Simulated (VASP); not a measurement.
# Cu (I4/mmm) in VASP: further runs

Runs on Cu. Level: LDA. Tasks: single point.

Program: VASP 6.6.1. These are calculated values, not measurements. Logs are shortened: lines on timing, memory, paths and dates and some standing lists are left out, and cuts for length are marked.

### 1 The cell of the first run

The structure is tetragonal, space group I4/mmm (No. 139). The conventional cell has a = 2.855 Å, b = 2.855 Å, c = 2.749 Å, α = 90.00°, β = 90.00°, γ = 90.00°. Cu (site symmetry 4/mmm) has 14 Cu at 2.44 to 2.85 Å within 3.2 Å.

### 2 Single point, LDA

Contents of INCAR:

```
SYSTEM = Cu
PREC     = Accurate       ! precision mode
ENCUT    = 820            ! plane-wave cutoff, eV
EDIFF    = 1E-6           ! SCF threshold, eV
ISMEAR   = 0              ! smearing method
SIGMA    = 0.15           ! smearing width, eV
LREAL    = .FALSE.        ! projectors in reciprocal space
LASPH    = .TRUE.         ! aspherical terms in the spheres
NELM     = 120            ! most SCF steps
ALGO     = Normal         ! electronic algorithm
ISIF     = 2              ! what is computed and relaxed
LWAVE    = .FALSE.        ! write WAVECAR
LCHARG   = .FALSE.        ! write CHGCAR
GGA      = CA             ! functional
NBANDS   = 16             ! bands
GGA_COMPAT= .FALSE.
```

Contents of KPOINTS:

```
regular mesh
0
G
  22 22 22
  0 0 0
```

Contents of POSCAR:

```
Cu
1.0
   -1.4273957576      1.4273957576      1.3746000000
    1.4273957576     -1.4273957576      1.3746000000
    1.4273957576      1.4273957576     -1.3746000000
Cu
1
Direct
    0.0000000000      0.0000000000      0.0000000000
```

Potentials or basis: VASP PAW LDA potentials, release 64 (Cu_sv_GW).

The run is started by

```bash
cat potpaw_LDA.64/Cu_sv_GW/POTCAR > POTCAR
mpirun -np 1 vasp_std > vasp.out
```

OUTCAR:

```text
SYSTEM = Cu
   PREC = Accurate
   ENCUT = 820
   EDIFF = 1E-6
   ISMEAR = 0
   LREAL = .FALSE.
   LASPH = .TRUE.
   NELM = 120
   ISIF = 2
   GGA = CA

 ion  position               nearest neighbor table
   1  0.000  0.000  0.000-

  LATTYP: Found a body centered tetragonal cell.
 ALAT       =     2.8547915152
 C/A-ratio  =     0.9630125301

  Lattice vectors:

 A1 = (  -1.4273957576,   1.4273957576,   1.3746000000)
 A2 = (   1.4273957576,  -1.4273957576,   1.3746000000)
 A3 = (   1.4273957576,   1.4273957576,  -1.3746000000)

Analysis of symmetry for initial positions (statically):
=====================================================================
 Subroutine PRICEL returns:
 Original cell was already a primitive cell.

 Routine SETGRP: Setting up the symmetry group for a
 body centered tetragonal supercell.

 Subroutine GETGRP returns: Found 16 space group operations
 (whereof 16 operations were pure point group operations)
 out of a pool of 16 trial point group operations.

The static configuration has the point symmetry D_4h.

Analysis of symmetry for dynamics (positions and initial velocities):
=====================================================================
 Subroutine PRICEL returns:
 Original cell was already a primitive cell.

 Routine SETGRP: Setting up the symmetry group for a
 body centered tetragonal supercell.

 Subroutine GETGRP returns: Found 16 space group operations
 (whereof 16 operations were pure point group operations)
 out of a pool of 16 trial point group operations.

The dynamic configuration has the point symmetry D_4h.

 Subroutine INISYM returns: Found 16 space group operations
 (whereof 16 operations are pure point group operations),
 and found     1 'primitive' translations

----------------------------------------------------------------------------------------

                                     Primitive cell

  volume of cell :      11.2028

  direct lattice vectors                    reciprocal lattice vectors
    -1.427395758  1.427395758  1.374600000     0.000000000  0.350288277  0.363742180
     1.427395758 -1.427395758  1.374600000     0.350288277  0.000000000  0.363742180
     1.427395758  1.427395758 -1.374600000     0.350288277  0.350288277  0.000000000

  length of vectors
     2.442220804  2.442220804  2.442220804     0.504985396  0.504985396  0.495382432

  position of ions in fractional coordinates (direct lattice)
     0.000000000  0.000000000  0.000000000

  ion indices of the primitive-cell ions
   primitive index   ion index
                 1           1

----------------------------------------------------------------------------------------

 KPOINTS: regular mesh

Automatic generation of k-mesh.
 Grid dimensions read from file:
 generate k-points for:   22   22   22

 Generating k-lattice:

  Cartesian coordinates                     Fractional coordinates (reciprocal lattice)
     0.000000000  0.015922194  0.016533735     0.045454545  0.000000000  0.000000000
     0.015922194  0.000000000  0.016533735     0.000000000  0.045454545  0.000000000
     0.015922194  0.015922194  0.000000000     0.000000000  0.000000000  0.045454545

  Length of vectors
     0.022953882  0.022953882  0.022517383

  Shift w.r.t. Gamma in fractional coordinates (k-lattice)
     0.000000000  0.000000000  0.000000000

 Subroutine IBZKPT returns following result:
 ===========================================

 Found    834 irreducible k-points:

 Following reciprocal coordinates:
            Coordinates               Weight
  0.000000  0.000000  0.000000      1.000000
  0.045455  0.000000  0.000000      8.000000
  0.090909  0.000000  0.000000      8.000000
  0.136364  0.000000  0.000000      8.000000
  0.181818 -0.000000  0.000000      8.000000
  0.227273 -0.000000  0.000000      8.000000
[... 16 lines left out ...]
  0.500000  0.045455  0.000000     16.000000
 -0.454545  0.045455 -0.000000     16.000000
 [... further k-points ...]
   k-points           NKPTS =    834   k-points in BZ     NKDIM =    834   number of bands    NBANDS=     16
   number of dos      NEDOS =    301   number of ions     NIONS =      1
   total plane-waves  NPLWV =  13824
   dimension x,y,z NGX =    24 NGY =   24 NGZ =   24
   dimension x,y,z NGXF=    48 NGYF=   48 NGZF=   48
   ions per type =               1
   NGX,Y,Z   is equivalent  to a cutoff of  16.34, 16.34, 16.34 a.u.
   NGXF,Y,Z  is equivalent  to a cutoff of  32.67, 32.67, 32.67 a.u.
 SYSTEM =  Cu
   PREC   = accura    normal or accurate (medium, high low for compatibility)
   ISTART =      0    job   : 0-new  1-cont  2-samecut
   ICHARG =      2    charge: 1-file 2-atom 10-const
   ISPIN  =      1    spin polarized calculation?
   LNONCOLLINEAR =      F non collinear calculations
   LSORBIT =      F    spin-orbit coupling
   LASPH  =      T    aspherical Exc in radial PAW
   ENCUT  =  820.0 eV  60.27 Ry    7.76 a.u.   5.70  5.70  5.70*2*pi/ulx,y,z
   NELM   =    120;   NELMIN=  2; NELMDL= -5     # of ELM steps
   EDIFF  = 0.1E-05   stopping-criterion for ELM
   LREAL  =      F    real-space projection
   EDIFFG = 0.1E-04   stopping-criterion for IOM
   NSW    =      0    number of steps for IOM
   IBRION =     -1    ionic relax: 0-MD 1-quasi-New 2-CG
   NFREE  =      0    steps in history (QN), initial steepest desc. (CG)
   ISIF   =      2    stress and relaxation
   ISYM   =      2    0-nonsym 1-usesym 2-fastsym
   POTIM  = 0.5000    time-step for ionic-motion
   TEBEG  =    0.0;   TEEND  =   0.0 temperature during run
   PSTRESS=    0.0 pullay stress
   NELECT =      19.0000    total number of electrons
   NUPDOWN=      -1.0000    fix difference up-down
   EMIN   =  10.00;   EMAX   =-10.00  energy-range for DOS
   EFERMI =   0.00;   METHOD = LEGACY
   ISMEAR =     0;   SIGMA  =   0.15  broadening in eV -4-tet -1-fermi 0-gaus
   EFERMI_NEDOS =   21; number of points for ismear=-14 and -15
   IALGO  =     38    algorithm
   IMIX   =      4    mixing-type and parameters
     AMIX     =   0.40;   BMIX     =  1.00
     AMIX_MAG =   1.60;   BMIX_MAG =  1.00
  volume/ion in A,a.u.               =      11.20        75.60
  Fermi-wavevector in a.u.,A,eV,Ry     =   1.952320  3.689350 51.859328  3.811553
  Thomas-Fermi vector in A             =   2.979404
   LORBIT       =      0    0 simple, 1 ext, 2 COOP (PROOUT), +10 PAW based schemes
   GGA     = CA    functional components
   LHFCALC =     F    Hartree Fock is set to
   AEXX    =    0.0000 exact exchange contribution
   IVDW    =     0    specifies the selected vdW correction
   LEPSILON=     F    determine dielectric tensor
   LRPA    =     F    only Hartree local field effects (RPA)
 non-spin polarized calculation
 Gauss-broadening in eV      SIGMA  =   0.15
  energy-cutoff  :      820.00
  volume of cell :       11.20
 maximum number of plane-waves:       619
   NGX = 11   NGY = 11   NGZ = 11

 number of electron      19.0000002 magnetization

 Free energy of the ion-electron system (eV)
  ---------------------------------------------------
  ext. energy  EPLUGINS =         0.00000000
  ---------------------------------------------------
  free energy    TOTEN  =        -4.81856162 eV

  energy without entropy =       -4.81408941  energy(sigma->0) =       -4.81632552

 E-fermi :   7.8718     XC(G=0): -14.1698

 val. band max:        7.8712845592   @ k =   0.5000   0.2727   0.0909
 cond. band min:       7.8801309558   @ k =  -0.2273   0.4091   0.1818
 fundamental gap:      0.0088463966
 Fermi energy:         7.8718006833

 k-point     1 :       0.0000    0.0000    0.0000
  band No.  band energies     occupation
      1    -103.7767      2.00000
      2     -61.6609      2.00000
      3     -61.6569      2.00000
      4     -61.6569      2.00000
      5      -1.9489      2.00000
      6       4.4508      2.00000
[... 8 lines left out ...]
     15      37.0909      0.00000
     16      37.2456      0.00000

 k-point     2 :       0.0455    0.0000    0.0000
  band No.  band energies     occupation
      1    -103.7761      2.00000
      2     -61.6625      2.00000
      3     -61.6578      2.00000
      4     -61.6576      2.00000
      5      -1.8648      2.00000
      6       4.4570      2.00000
[... 8 lines left out ...]
     15      36.0742      0.00000
     16      36.5203      0.00000

 k-point     3 :       0.0909    0.0000    0.0000
  band No.  band energies     occupation
      1    -103.7748      2.00000
      2     -61.6701      2.00000
      3     -61.6608      2.00000
      4     -61.6583      2.00000
      5      -1.6145      2.00000
      6       4.4401      2.00000
[... 8 lines left out ...]
     15      35.1883      0.00000
     16      36.1504      0.00000

 k-point     4 :       0.1364    0.0000    0.0000
  band No.  band energies     occupation
      1    -103.7728      2.00000
      2     -61.6831      2.00000
      3     -61.6656      2.00000
      4     -61.6585      2.00000
      5      -1.2047      2.00000
      6       4.3756      2.00000
[... 8 lines left out ...]
     15      34.4699      0.00000
     16      36.4206      0.00000

 k-point     5 :       0.1818   -0.0000    0.0000
  band No.  band energies     occupation
      1    -103.7701      2.00000
      2     -61.7000      2.00000
      3     -61.6716      2.00000
      4     -61.6585      2.00000
      5      -0.6488      2.00000
      6       4.2803      2.00000
[... 8 lines left out ...]
     15      33.9033      0.00000
     16      37.0305      0.00000

 k-point     6 :       0.2273   -0.0000    0.0000
  band No.  band energies     occupation
      1    -103.7672      2.00000
      2     -61.7191      2.00000
      3     -61.6787      2.00000
      4     -61.6586      2.00000
      5       0.0276      2.00000
      6       4.1689      2.00000
[... 8 lines left out ...]
     15      33.4749      0.00000
     16      37.8705      0.00000
[... 267 lines left out ...]
 k-point    21 :       0.4091    0.0455   -0.0000
  band No.  band energies     occupation
      1    -103.7557      2.00000
      2     -61.7918      2.00000
      3     -61.7065      2.00000
      4     -61.6602      2.00000
      5       2.4464      2.00000
      6       3.7514      2.00000
[... 8 lines left out ...]
     15      33.2203      0.00000
     16      41.2494      0.00000

 k-point    22 :       0.4545    0.0455    0.0000
  band No.  band energies     occupation
      1    -103.7549      2.00000
      2     -61.7973      2.00000
      3     -61.7087      2.00000
      4     -61.6602      2.00000
      5       2.5087      2.00000
      6       3.7208      2.00000
[... 8 lines left out ...]
     15      33.2148      0.00000
     16      41.9348      0.00000

 k-point    23 :       0.5000    0.0455    0.0000
  band No.  band energies     occupation
      1    -103.7549      2.00000
      2     -61.7972      2.00000
      3     -61.7087      2.00000
      4     -61.6600      2.00000
      5       2.5076      2.00000
      6       3.7215      2.00000
[... 8 lines left out ...]
     15      33.2398      0.00000
     16      42.3821      0.00000

 k-point    24 :      -0.4545    0.0455   -0.0000
  band No.  band energies     occupation
      1    -103.7557      2.00000
      2     -61.7915      2.00000
      3     -61.7066      2.00000
      4     -61.6599      2.00000
      5       2.4420      2.00000
      6       3.7533      2.00000
[... 8 lines left out ...]
     15      33.2970      0.00000
     16      42.5339      0.00000

 [... further k-points ...]
[... 5 lines left out ...]
  --------------------------------------------------------------------------------------
  -------------------------------------------------------------------------------------
  Total       -0.3332355     -0.3332355     -0.3664529      0.0000000     -0.0000000      0.0000000
  in kB      -47.6580931    -47.6580931    -52.4087278      0.0000000     -0.0000000      0.0000000
  external PRESSURE =     -49.2416380 kB  Pullay stress =       0.0000000 kB

 VOLUME and BASIS-vectors are now :
 -----------------------------------------------------------------------------
  energy-cutoff  :      820.00
  volume of cell :       11.20
      direct lattice vectors                 reciprocal lattice vectors
    -1.427395758  1.427395758  1.374600000     0.000000000  0.350288277  0.363742180
     1.427395758 -1.427395758  1.374600000     0.350288277  0.000000000  0.363742180
     1.427395758  1.427395758 -1.374600000     0.350288277  0.350288277  0.000000000

 POSITION                                       TOTAL-FORCE (eV/Angst)
 -----------------------------------------------------------------------------------
      0.00000      0.00000      0.00000         0.000000      0.000000      0.000000
 -----------------------------------------------------------------------------------
    total drift:                                0.000000      0.000000      0.000000

  FREE ENERGIE OF THE ION-ELECTRON SYSTEM (eV)
  ---------------------------------------------------
  free  energy   TOTEN  =        -4.8185616229 eV

  energy  without entropy=       -4.8140894104  energy(sigma->0) =       -4.81632552
```

Run time: 2.8 min. Hardware: 1 thread of Intel Xeon 6975P-C (Granite Rapids), shared host; peak memory 0.44 GiB.

What came out:

* Free energy: -4.8186 eV
* Pressure: -4.9 GPa
* Band gap on the k mesh: zero (an odd number of electrons rules out a gap without spin polarisation)

Stress tensor (GPa, compression positive):
```
-4.77  0.00  0.00
 0.00 -4.77  0.00
 0.00  0.00 -5.24
```

Caveat: the cell stands under tension.

### 3 Single point, LDA

This run uses another cell than the first one, of 10.13 Å³/atom.

Contents of INCAR:

```
SYSTEM = Cu
PREC     = Accurate       ! precision mode
ENCUT    = 520            ! plane-wave cutoff, eV
EDIFF    = 1E-7           ! SCF threshold, eV
ISMEAR   = 0              ! smearing method
SIGMA    = 0.15           ! smearing width, eV
LREAL    = .FALSE.        ! projectors in reciprocal space
LASPH    = .TRUE.         ! aspherical terms in the spheres
NELM     = 60             ! most SCF steps
ALGO     = Normal         ! electronic algorithm
ISIF     = 2              ! what is computed and relaxed
LWAVE    = .FALSE.        ! write WAVECAR
LCHARG   = .FALSE.        ! write CHGCAR
NBANDS   = 12             ! bands
```

KPOINTS is that of step 2.

Contents of POSCAR:

```
Cu
1.0
   -1.3917000000      1.3917000000      1.3075500000
    1.3917000000     -1.3917000000      1.3075500000
    1.3917000000      1.3917000000     -1.3075500000
Cu
1
Direct
    0.0000000000      0.0000000000      0.0000000000
```

Potentials or basis: VASP PAW LDA potentials, release 64 (Cu).

The run is started by

```bash
cat potpaw_LDA.64/Cu/POTCAR > POTCAR
mpirun -np 1 vasp_std > vasp.out
```

It took 77 s on 1 thread of Intel Xeon Platinum 8275CL at 3.00GHz (Skylake/Cascade Lake), shared host; peak memory 0.2 GiB.

The run converged. Its results:

```yaml
Free_energy: -4.6242 eV
Pressure: 18.0 GPa
Band_gap_on_the_k_mesh: zero (an odd number of electrons rules out a gap without spin polarisation)
```

Stress tensor (GPa, compression positive):
```
17.79  0.00  0.00
 0.00 17.79  0.00
 0.00  0.00 18.52
```

Levels at points of the mesh, in eV from the Fermi level:
```tsv
k point	band 3	band 4	band 5	band 6	band 7	band 8	band 9	band 10
(0.00, 0.00, 0.00)	-3.60	-3.60	-2.62	-2.28	25.90	25.90	27.68	30.79
(0.50, 0.00, 0.00)	-2.47	-2.14	-1.50	-0.82	5.47	18.22	18.75	22.84
(0.50, 0.50, 0.00)	-2.71	-2.37	-1.54	-1.36	4.71	19.92	20.82	24.47
(0.50, 0.50, 0.50)	-1.74	-1.74	-1.67	7.98	7.98	10.63	14.23	15.18
```

Caveat: the cell stands under pressure.
